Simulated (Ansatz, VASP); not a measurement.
## Two plane-wave programs on Ir

File INCAR:

```
SYSTEM = Ir
ALGO = Normal
EDIFF = 1E-6
EDIFFG = -0.04
ENCUT = 600
GGA = PE
IBRION = 2
ISIF = 3
ISMEAR = 0
LASPH = .TRUE.
LCHARG = .FALSE.
LREAL = .FALSE.
LWAVE = .FALSE.
NELM = 60
NSW = 90
PREC = Accurate
SIGMA = 0.1
```

The input KPOINTS:

```
k-points
0
G
  6 6 2
  0 0 0
```

Contents of POSCAR:

```
Ir
1.0
    2.9685882496      0.0000000000      0.0000000000
   -1.4842941248      2.5708728376      0.0000000000
    0.0000000000      0.0000000000      8.0851793791
Ir
4
Direct
    0.0000000000      0.0000000000      0.2500000000
    0.0000000000      0.0000000000      0.7500000000
    0.3333333333      0.6666666667      0.7500000000
    0.6666666667      0.3333333333      0.2500000000
```

Input for Ansatz:

```yaml
crystal:
  lattice:
    - [2.9685882496, 0.0, 0.0]
    - [-1.4842941248, 2.5708728376, 0.0]
    - [0.0, 0.0, 8.0851793791]
  atoms:
    - { symbol: Ir, position: [0.0, 0.0, 0.25] }
    - { symbol: Ir, position: [0.0, 0.0, 0.75] }
    - { symbol: Ir, position: [0.3333333333, 0.6666666667, 0.75] }
    - { symbol: Ir, position: [0.6666666667, 0.3333333333, 0.25] }
basis:
  ecutwfc: 420
kpoints:
  mp_grid: { grid: [6, 6, 2] }
hamiltonian:
  xc: pbe
scf:
  occupations: { method: gaussian, width: 0.1 }
  lower_state_search: "off"
output:
  forces: true
  stress: true
  eigenvalues: true
relax:
  adjacent_minimum: "off"
  f_tol: 0.04
  max_steps: 70
  cell: { stress_tol: 0.4 }
```

Alike in both runs: task relaxation of cell and atoms; functional PBE; k mesh 6 × 6 × 2; occupations gaussian, width 0.1 eV; no spin polarisation.

|  | VASP | Ansatz |
| --- | --- | --- |
| version | VASP 6.6.1 | Ansatz 0.2.0 |
| potentials or method | VASP PAW PBE potentials, release 64 (Ir), cutoff 600 eV | scalar-relativistic, plane waves, PAW |
| valence electrons in the cell | 36 | 68 |

Ansatz gave:

| Item | Value |
| --- | --- |
| gap on the k mesh at the Fermi level, each at its own relaxed structure (eV) | none |
| relaxed volume (Å³/atom) | 19.15 |
| relaxed cell length with the largest relative difference (Å) | 4.759 |

**Question.** What did VASP give for the same quantities?

**Answer.** gap on the k mesh at the Fermi level, each at its own relaxed structure (eV): none; relaxed volume (Å³/atom): 19.13; relaxed cell length with the largest relative difference (Å): 4.753.

A gap of «none» marks a metal or a gap that the smearing closes. VASP's potentials hold 36 valence electrons a cell and Ansatz's 68, so a difference there can come from the potentials and not from the codes.

The k mesh is coarse, so the values compare programs but aren't converged. Neither program's run includes spin-orbit coupling. Noted on VASP's run: the volume moved by over 15 % at a fixed basis, so the end points are rough; too few bands were computed for a metal, which touches its energy and stress.
